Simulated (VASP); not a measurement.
# Te2Mo in VASP: further runs

Te2Mo is run at these levels: PBE+D3(BJ); tasks: single point, relaxation of the atoms.

All numbers are computed with VASP 6.6.1; they aren't measurements. Logs are shortened: lines on timing, memory, paths and dates and some standing lists are left out, and cuts for length are marked.

### Step 1. The cell of the first run

The cell holds a slab with vacuum, 3 atoms: a = 3.561 Å, b = 3.561 Å, c = 21.581 Å, α = 90.00°, β = 90.00°, γ = 120.00°.

### Step 2. Single point, PBE+D3(BJ)

INCAR reads:

```
SYSTEM = Te2Mo
  PREC = Accurate
  ENCUT = 400
  EDIFF = 1E-6
  ISMEAR = 0
  SIGMA = 0.05
  LREAL = .False.
  LASPH = .True.
  NELM = 120
  ALGO = Normal
  ISIF = 2
  LWAVE = .False.
  LCHARG = .True.
  LDIPOL = .True.
  IDIPOL = 3
  DIPOL = 0.5 0.5 0.500
  GGA = PE
  IVDW = 12
  LELF = .True.
  LVHAR = .True.
  LVACPOTAV = .True.
  NBANDS = 20
  GGA_COMPAT = .False.
  NELMDL = -8
```

KPOINTS reads:

```
Automatic mesh
0
Gamma
  12 12 1
  0 0 0
```

POSCAR reads:

```
Te2Mo
1.0
    3.5613832000      0.0000000000      0.0000000000
   -1.7806916000      3.0842483200      0.0000000000
    0.0000000000      0.0000000000     21.5814058134
Te Mo
2 1
Direct
    0.6666666700      0.3333333400      0.4170256599
    0.6666666700      0.3333333400      0.5829743401
    0.3333333300      0.6666666600      0.4999245700
```

Potentials or basis: VASP PAW PBE potentials, release 64 (Te, Mo_sv).

Command:

```sh
$ cat potpaw_PBE.64/Te/POTCAR potpaw_PBE.64/Mo_sv/POTCAR > POTCAR
$ mpirun -np 1 vasp_std > vasp.out
```

OUTCAR:

```text
SYSTEM = Te2Mo
   PREC = Accurate
   ENCUT = 400
   EDIFF = 1E-6
   ISMEAR = 0
   LREAL = .False.
   LASPH = .True.
   NELM = 120
   ISIF = 2
   GGA = PE
   IVDW = 12
   NELMDL = -8
 IVDW          = 12

 ion  position               nearest neighbor table
   1  0.667  0.333  0.417-   3 2.73   3 2.73   3 2.73   2 3.58
   2  0.667  0.333  0.583-   3 2.73   3 2.73   3 2.73   1 3.58
   3  0.333  0.667  0.500-   1 2.73   1 2.73   1 2.73   2 2.73   2 2.73   2 2.73

  LATTYP: Found a hexagonal cell.
 ALAT       =     3.5613832000
 C/A-ratio  =     6.0598381588

  Lattice vectors:

 A1 = (   3.5613832000,   0.0000000000,   0.0000000000)
 A2 = (  -1.7806916000,   3.0842483200,   0.0000000000)
 A3 = (   0.0000000000,   0.0000000000,  21.5814058134)

Analysis of symmetry for initial positions (statically):
=====================================================================
 Subroutine PRICEL returns:
 Original cell was already a primitive cell.

 Routine SETGRP: Setting up the symmetry group for a
 hexagonal supercell.

 Subroutine GETGRP returns: Found  6 space group operations
 (whereof  6 operations were pure point group operations)
 out of a pool of 24 trial point group operations.

The static configuration has the point symmetry C_3v.

Analysis of symmetry for dynamics (positions and initial velocities):
=====================================================================
 Subroutine PRICEL returns:
 Original cell was already a primitive cell.

 Routine SETGRP: Setting up the symmetry group for a
 hexagonal supercell.

 Subroutine GETGRP returns: Found  6 space group operations
 (whereof  6 operations were pure point group operations)
 out of a pool of 24 trial point group operations.

The dynamic configuration has the point symmetry C_3v.

 Subroutine INISYM returns: Found  6 space group operations
 (whereof  6 operations are pure point group operations),
 and found     1 'primitive' translations

----------------------------------------------------------------------------------------

                                     Primitive cell

  volume of cell :     237.0543

  direct lattice vectors                    reciprocal lattice vectors
     3.561383200  0.000000000  0.000000000     0.280789779  0.162114054  0.000000000
    -1.780691600  3.084248320  0.000000000     0.000000000  0.324228109  0.000000000
     0.000000000  0.000000000 21.581405813     0.000000000  0.000000000  0.046336184

  length of vectors
     3.561383200  3.561383197 21.581405813     0.324228109  0.324228109  0.046336184

  position of ions in fractional coordinates (direct lattice)
     0.666666670  0.333333340  0.417025660
     0.666666670  0.333333340  0.582974340
     0.333333330  0.666666660  0.499924570

  ion indices of the primitive-cell ions
   primitive index   ion index
                 1           1
                 2           2
                 3           3

----------------------------------------------------------------------------------------

 KPOINTS: Automatic mesh

Automatic generation of k-mesh.
 Grid dimensions read from file:
 generate k-points for:   12   12    1

 Generating k-lattice:

  Cartesian coordinates                     Fractional coordinates (reciprocal lattice)
     0.023399148  0.013509505  0.000000000     0.083333333  0.000000000  0.000000000
     0.000000000  0.027019009  0.000000000     0.000000000  0.083333333  0.000000000
     0.000000000  0.000000000  0.046336184     0.000000000  0.000000000  1.000000000

  Length of vectors
     0.027019009  0.027019009  0.046336184

  Shift w.r.t. Gamma in fractional coordinates (k-lattice)
     0.000000000  0.000000000  0.000000000

 Subroutine IBZKPT returns following result:
 ===========================================

 Found     19 irreducible k-points:

 Following reciprocal coordinates:
            Coordinates               Weight
  0.000000  0.000000  0.000000      1.000000
  0.083333 -0.000000  0.000000      6.000000
  0.166667  0.000000  0.000000      6.000000
  0.250000 -0.000000  0.000000      6.000000
  0.333333 -0.000000  0.000000      6.000000
  0.416667 -0.000000  0.000000      6.000000
[... 11 lines left out ...]
  0.333333  0.250000  0.000000     12.000000
  0.333333  0.333333  0.000000      2.000000
   k-points           NKPTS =     19   k-points in BZ     NKDIM =     19   number of bands    NBANDS=     20
   number of dos      NEDOS =    301   number of ions     NIONS =      3
   total plane-waves  NPLWV =  82944
   dimension x,y,z NGX =    24 NGY =   24 NGZ =  144
   dimension x,y,z NGXF=    48 NGYF=   48 NGZF=  288
   ions per type =               2   1
   NGX,Y,Z   is equivalent  to a cutoff of  11.20, 11.20, 11.09 a.u.
   NGXF,Y,Z  is equivalent  to a cutoff of  22.41, 22.41, 22.19 a.u.
 SYSTEM =  Te2Mo
   PREC   = accura    normal or accurate (medium, high low for compatibility)
   ISTART =      0    job   : 0-new  1-cont  2-samecut
   ICHARG =      2    charge: 1-file 2-atom 10-const
   ISPIN  =      1    spin polarized calculation?
   LNONCOLLINEAR =      F non collinear calculations
   LSORBIT =      F    spin-orbit coupling
   LASPH  =      T    aspherical Exc in radial PAW
   ENCUT  =  400.0 eV  29.40 Ry    5.42 a.u.   5.81  5.81 35.19*2*pi/ulx,y,z
   NELM   =    120;   NELMIN=  2; NELMDL= -8     # of ELM steps
   EDIFF  = 0.1E-05   stopping-criterion for ELM
   LREAL  =      F    real-space projection
   EDIFFG = 0.1E-04   stopping-criterion for IOM
   NSW    =      0    number of steps for IOM
   IBRION =     -1    ionic relax: 0-MD 1-quasi-New 2-CG
   NFREE  =      0    steps in history (QN), initial steepest desc. (CG)
   ISIF   =      2    stress and relaxation
   ISYM   =      2    0-nonsym 1-usesym 2-fastsym
   POTIM  = 0.5000    time-step for ionic-motion
   TEBEG  =    0.0;   TEEND  =   0.0 temperature during run
   PSTRESS=    0.0 pullay stress
   NELECT =      26.0000    total number of electrons
   NUPDOWN=      -1.0000    fix difference up-down
   EMIN   =  10.00;   EMAX   =-10.00  energy-range for DOS
   EFERMI =   0.00;   METHOD = LEGACY
   ISMEAR =     0;   SIGMA  =   0.05  broadening in eV -4-tet -1-fermi 0-gaus
   EFERMI_NEDOS =   21; number of points for ismear=-14 and -15
   IALGO  =     38    algorithm
   IMIX   =      4    mixing-type and parameters
     AMIX     =   0.40;   BMIX     =  1.00
     AMIX_MAG =   1.60;   BMIX_MAG =  1.00
  volume/ion in A,a.u.               =      79.02       533.24
  Fermi-wavevector in a.u.,A,eV,Ry     =   0.783640  1.480865  8.355228  0.614092
  Thomas-Fermi vector in A             =   1.887610
   LORBIT       =      0    0 simple, 1 ext, 2 COOP (PROOUT), +10 PAW based schemes
   GGA     = PE    functional components
   LHFCALC =     F    Hartree Fock is set to
   AEXX    =    0.0000 exact exchange contribution
   IVDW    =    12    specifies the selected vdW correction
   LEPSILON=     F    determine dielectric tensor
   LRPA    =     F    only Hartree local field effects (RPA)
 non-spin polarized calculation
 Gauss-broadening in eV      SIGMA  =   0.05
  energy-cutoff  :      400.00
  volume of cell :      237.05
 maximum number of plane-waves:      4336
 NGX is ok and might be reduce to    24
   NGX = 11   NGY = 11   NGZ = 71

 dipolmoment           0.000000      0.000000      0.000000 electrons x Angstroem

 number of electron      26.0000000 magnetization

 dipolmoment           0.000000      0.000000     -0.000266 electrons x Angstroem

 Free energy of the ion-electron system (eV)
  ---------------------------------------------------
  ext. energy  EPLUGINS =         0.00000000
  ---------------------------------------------------
  free energy    TOTEN  =       -18.01910434 eV

  energy without entropy =      -18.01910434  energy(sigma->0) =      -18.01910434

 E-fermi :  -0.5234     XC(G=0):  -3.8700

 val. band max:       -0.8449947414   @ k =   0.3333   0.3333   0.0000
 cond. band min:       0.2019359905   @ k =   0.3333   0.3333   0.0000
 fundamental gap:      1.0469307320
 Fermi energy:        -0.5234393091

 k-point     1 :       0.0000    0.0000    0.0000
  band No.  band energies     occupation
      1     -61.5096      2.00000
      2     -35.6564      2.00000
      3     -35.5634      2.00000
      4     -35.5634      2.00000
      5     -13.3753      2.00000
      6     -12.3948      2.00000
[... 12 lines left out ...]
     19       3.6999      0.00000
     20       4.3212      0.00000

 k-point     2 :       0.0833   -0.0000    0.0000
  band No.  band energies     occupation
      1     -61.5090      2.00000
      2     -35.6547      2.00000
      3     -35.5711      2.00000
      4     -35.5651      2.00000
      5     -13.2823      2.00000
      6     -12.3312      2.00000
[... 12 lines left out ...]
     19       3.8156      0.00000
     20       4.4561      0.00000

 k-point     3 :       0.1667    0.0000    0.0000
  band No.  band energies     occupation
      1     -61.5075      2.00000
      2     -35.6501      2.00000
      3     -35.5920      2.00000
      4     -35.5701      2.00000
      5     -13.0123      2.00000
      6     -12.1470      2.00000
[... 12 lines left out ...]
     19       4.1472      0.00000
     20       4.7791      0.00000

 k-point     4 :       0.2500   -0.0000    0.0000
  band No.  band energies     occupation
      1     -61.5054      2.00000
      2     -35.6436      2.00000
      3     -35.6205      2.00000
      4     -35.5767      2.00000
      5     -12.5967      2.00000
      6     -11.8655      2.00000
[... 314 lines left out ...]
 k-point    18 :       0.3333    0.2500    0.0000
  band No.  band energies     occupation
      1     -61.5006      2.00000
      2     -35.6578      2.00000
      3     -35.6286      2.00000
      4     -35.6221      2.00000
      5     -11.2694      2.00000
      6     -10.9834      2.00000
[... 12 lines left out ...]
     19       5.1063      0.00000
     20       6.2892      0.00000

 k-point    19 :       0.3333    0.3333    0.0000
  band No.  band energies     occupation
      1     -61.5003      2.00000
      2     -35.6500      2.00000
      3     -35.6344      2.00000
      4     -35.6278      2.00000
      5     -11.1786      2.00000
      6     -10.9205      2.00000
[... 12 lines left out ...]
     19       4.3524      0.00000
     20       6.5205      0.00000

------------------------ aborting loop because EDIFF is reached ----------------------------------------

 Edisp (eV)   -1.17142

 E8    (eV) :    -0.5703

  FORCE on cell =-STRESS in cart. coord.  units (eV):
  Direction    XX          YY          ZZ          XY          YZ          ZX
  --------------------------------------------------------------------------------------
  -------------------------------------------------------------------------------------
  Total      -1.14530    -1.14530     0.17778     0.00000     0.00000     0.00000
  in kB      -7.74073    -7.74073     1.20156     0.00000     0.00000     0.00000
  external pressure =       -4.76 kB  Pullay stress =        0.00 kB

 VOLUME and BASIS-vectors are now :
 -----------------------------------------------------------------------------
  energy-cutoff  :      400.00
  volume of cell :      237.05
      direct lattice vectors                 reciprocal lattice vectors
     3.561383200  0.000000000  0.000000000     0.280789779  0.162114054  0.000000000
    -1.780691600  3.084248320  0.000000000     0.000000000  0.324228109  0.000000000
     0.000000000  0.000000000 21.581405813     0.000000000  0.000000000  0.046336184

 POSITION                                       TOTAL-FORCE (eV/Angst)
 -----------------------------------------------------------------------------------
      1.78069      1.02808      9.00000        -0.000000      0.000000     -0.100518
      1.78069      1.02808     12.58141        -0.000000      0.000000      0.065148
      0.00000      2.05617     10.78908         0.000000      0.000000      0.035370
 -----------------------------------------------------------------------------------
    total drift:                                0.000000      0.000030      0.000107

  FREE ENERGIE OF THE ION-ELECTRON SYSTEM (eV)
  ---------------------------------------------------
  free  energy   TOTEN  =       -19.1905249375 eV

  energy  without entropy=      -19.1905249375  energy(sigma->0) =      -19.19052494

 vacuum level on the upper side and lower side of the slab         4.073         4.078
```

Wall time 2.4 min (1 thread of Intel Xeon 8259CL, shared host); peak memory 0.29 GiB.

What came out:

| Quantity | Value |
| --- | --- |
| Free energy | -19.1905 eV |
| Largest force | 0.101 eV/Å |
| Band gap on the k mesh | 1.05 eV |
| Dispersion energy per atom | -0.390 eV |

Forces on the atoms (eV/Å):
```
Te   0.000  0.000 -0.101
Te   0.000  0.000  0.065
Mo   0.000  0.000  0.035
```

Caveat: spin-orbit coupling is left out, which moves the levels of the heavy elements.

### Step 3. Single point, PBE+D3(BJ)

This run uses another cell than the first one.

INCAR reads:

```
SYSTEM = Te2Mo
PREC     = Accurate       ! precision mode
ENCUT    = 400            ! plane-wave cutoff, eV
EDIFF    = 1E-6           ! SCF threshold, eV
ISMEAR   = 0              ! smearing method
SIGMA    = 0.05           ! smearing width, eV
LREAL    = .False.        ! projectors in reciprocal space
LASPH    = .True.         ! aspherical terms in the spheres
NELM     = 120            ! most SCF steps
ALGO     = Normal         ! electronic algorithm
ISIF     = 2              ! what is computed and relaxed
LWAVE    = .False.        ! write WAVECAR
LCHARG   = .False.        ! write CHGCAR
LDIPOL   = .True.       
IDIPOL   = 3            
DIPOL    = 0.5 0.5 0.500
GGA      = PE             ! functional
IVDW     = 12             ! dispersion correction
NBANDS   = 20             ! bands
GGA_COMPAT= .False.      
NELMDL   = -8
```

KPOINTS reads:

```
regular mesh
0
Gamma
  27 27 1
  0 0 0
```

POSCAR reads:

```
Te2Mo
1.0
    3.5030121927      0.0000000000      0.0000000000
   -1.7515060963      3.0336975486      0.0000000000
    0.0000000000      0.0000000000     21.6342122283
Te Mo
2 1
Direct
    0.6666666667      0.3333333333      0.4160077522
    0.6666666667      0.3333333333      0.5839922478
    0.3333333333      0.6666666667      0.5000033462
```

Potentials or basis: VASP PAW PBE potentials, release 64 (Te, Mo_sv).

Command:

```sh
$ cat potpaw_PBE.64/Te/POTCAR potpaw_PBE.64/Mo_sv/POTCAR > POTCAR
$ mpirun -np 1 vasp_std > vasp.out
```

It took 7.4 min on 1 thread of Intel Xeon 8259CL, shared host; peak memory 0.43 GiB.

Results (log left out):

- Free energy: -19.2100 eV
- Largest force: 0.017 eV/Å
- Band gap on the k mesh: 1.19 eV
- Dispersion energy per atom: -0.401 eV

Forces on the atoms (eV/Å):
```
Te   0.000  0.000 -0.017
Te   0.000  0.000  0.017
Mo   0.000  0.000  0.000
```

Levels at points of the mesh, in eV from the valence-band top:
```tsv
k point	band 9	band 10	band 11	band 12	band 13	band 14	band 15	band 16	band 17	band 18
(0.00, 0.00, 0.00)	-1.60	-1.60	-0.82	-0.82	-0.58	3.21	3.21	3.49	3.49	4.14
```

Caveat: spin-orbit coupling is left out, which moves the levels of the heavy elements.

### Step 4. Relaxation of the atoms, PBE+D3(BJ)

This run uses another cell than the first one.

INCAR reads:

```
SYSTEM = Te2Mo
ALGO     = Normal         ! electronic algorithm
DIPOL    = 0.5 0.5 0.500
EDIFF    = 1E-7           ! SCF threshold, eV
EDIFFG   = -0.04          ! ionic threshold
ENCUT    = 450            ! plane-wave cutoff, eV
GGA      = PE             ! functional
GGA_COMPAT= .FALSE.      
IBRION   = 2              ! ionic algorithm
IDIPOL   = 3            
ISIF     = 2              ! what is computed and relaxed
ISMEAR   = 0              ! smearing method
IVDW     = 12             ! dispersion correction
LASPH    = .TRUE.         ! aspherical terms in the spheres
LCHARG   = .FALSE.        ! write CHGCAR
LDIPOL   = .TRUE.       
LREAL    = .FALSE.        ! projectors in reciprocal space
LWAVE    = .FALSE.        ! write WAVECAR
NELM     = 120            ! most SCF steps
NELMDL   = -8           
NELMIN   = 4            
NSW      = 60             ! ionic steps
PREC     = Accurate       ! precision mode
SIGMA    = 0.05           ! smearing width, eV
```

KPOINTS reads:

```
k-points
0
G
  9 9 1
  0 0 0
```

POSCAR is that of step 3.

Command:

```sh
$ cat potpaw_PBE.64/Te/POTCAR potpaw_PBE.64/Mo_sv/POTCAR > POTCAR
$ mpirun -np 1 vasp_std > vasp.out
```

Run time: 1.8 min. Hardware: 1 thread of Intel Xeon 8259CL, shared host; peak memory 0.29 GiB.

It converged, with:

```
Free energy                  : -19.2114 eV
Largest force after relaxing : 0.016 eV/Å
Band gap on the k mesh       : 1.19 eV
Dispersion energy per atom   : -0.401 eV
```

Forces on the atoms (eV/Å):
```
Te   0.000  0.000 -0.016
Te   0.000  0.000  0.016
Mo   0.000  0.000  0.000
```

Final structure:
```xyz
3
Lattice="3.5030 0.0000 0.0000 -1.7515 3.0337 0.0000 0.0000 0.0000 21.6342" Properties=species:S:1:pos:R:3 pbc="T T T"
Te    1.7515    1.0112    9.0000
Te    1.7515    1.0112   12.6342
Mo    0.0000    2.0225   10.8172
```

Levels at points of the mesh, in eV from the valence-band top:
| k point | band 9 | band 10 | band 11 | band 12 | band 13 | band 14 | band 15 | band 16 | band 17 |
| --- | --- | --- | --- | --- | --- | --- | --- | --- | --- |
| (0.00, 0.00, 0.00) | -1.60 | -1.60 | -0.82 | -0.82 | -0.58 | 3.21 | 3.21 | 3.49 | 3.49 |

Caveat: the relaxation stopped at its first step, so nothing moved; spin-orbit coupling is left out, which moves the levels of the heavy elements.

### Step 5. Overview

| task | cell | k mesh | cutoff (eV) | gap on the mesh (eV) | largest force (eV/Å) |
| --- | --- | --- | --- | --- | --- |
| single point | a = 3.561, b = 3.561, c = 21.581 Å, angles 90.0, 90.0, 120.0°, 3 atoms, atomic positions A | 12 × 12 × 1 | 400 | 1.05 | 0.10 |
| single point | a = 3.503, b = 3.503, c = 21.634 Å, angles 90.0, 90.0, 120.0°, 3 atoms, atomic positions B | 27 × 27 × 1 | 400 | 1.19 | 0.02 |
| relaxation of the atoms | atoms relaxed from a = 3.503, b = 3.503, c = 21.634 Å, angles 90.0, 90.0, 120.0°, 3 atoms, atomic positions B | 9 × 9 × 1 | 450 | 1.19 | 0.02 |

Alike in all rows: level PBE+D3(BJ); potentials or basis VASP PAW PBE potentials, release 64 (Te, Mo_sv); no spin polarisation; smearing gaussian 0.05 eV.

Caveats: spin-orbit coupling is left out, which moves the levels of the heavy elements; the relaxation stopped at its first step, so nothing moved (at least some runs).

Total energies depend on the potentials used, so only differences within one code and one set of settings carry meaning.
